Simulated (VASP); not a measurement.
Set up this calculation in VASP 6.6.1, as the native input.

| Property | Result |
| --- | --- |
| Task | single point |
| Functional | SVWN5 |
| Potentials or basis | VASP PAW PBE potentials, release 64 (Pb_d, O) |
| Cutoff | 600 eV |
| k mesh | 7 × 7 × 6 |
| Occupations | fermi-dirac, width 0.05 eV |
| Spin | no spin polarisation |
| Dipole correction | no |
| Further INCAR settings | ALGO = Normal; EDIFF = 1e-06; NBANDS = 28 |

The structure of PbO lies in POSCAR:

```
PbO
1.0
    3.9360744706      0.0000000000      0.0000000000
    0.0000000000      3.9360744706      0.0000000000
    0.0000000000      0.0000000000      4.9422889970
Pb O
2 2
Direct
    0.5000000000      0.0000000000      0.7600000000
    0.0000000000      0.5000000000      0.2400000000
    0.5000000000      0.5000000000      0.0000000000
    0.0000000000      0.0000000000      0.0000000000
```

One way to write it, as run:

INCAR

```
PREC     = Accurate       # precision mode
ENCUT    = 600            # plane-wave cutoff, eV
EDIFF    = 1E-6           # SCF threshold, eV
ISMEAR   = -1             # smearing method
SIGMA    = 0.05           # smearing width, eV
LREAL    = F              # projectors in reciprocal space
LASPH    = T              # aspherical terms in the spheres
NELM     = 120            # most SCF steps
ALGO     = Normal         # electronic algorithm
ISIF     = 2              # what is computed and relaxed
LWAVE    = F              # write WAVECAR
LCHARG   = F              # write CHGCAR
GGA      = VW             # functional
NBANDS   = 28             # bands
GGA_COMPAT= F
```

KPOINTS

```
Automatic mesh
0
Gamma
  7 7 6
```

Potentials or basis: VASP PAW PBE potentials, release 64 (Pb_d, O).

Launch:

```sh
$ cat potpaw_PBE.64/Pb_d/POTCAR potpaw_PBE.64/O/POTCAR > POTCAR
$ mpirun -np 1 vasp_std > vasp.out
```

Results of the run:

```
Pressure               : -0.1 GPa
Largest force          : 0.023 eV/Å
Band gap on the k mesh : 1.33 eV (least direct gap 2.33 eV)
```

Caveat: the PAW data sets were made with another functional, which shifts forces and pressure a little; spin-orbit coupling is left out, which moves the levels of the heavy elements; an odd mesh through Γ misses points on the zone boundary, where band edges can lie.

It took 110 s on 1 thread of Intel Xeon 8259CL, on a shared host, peak memory 0.22 GiB.
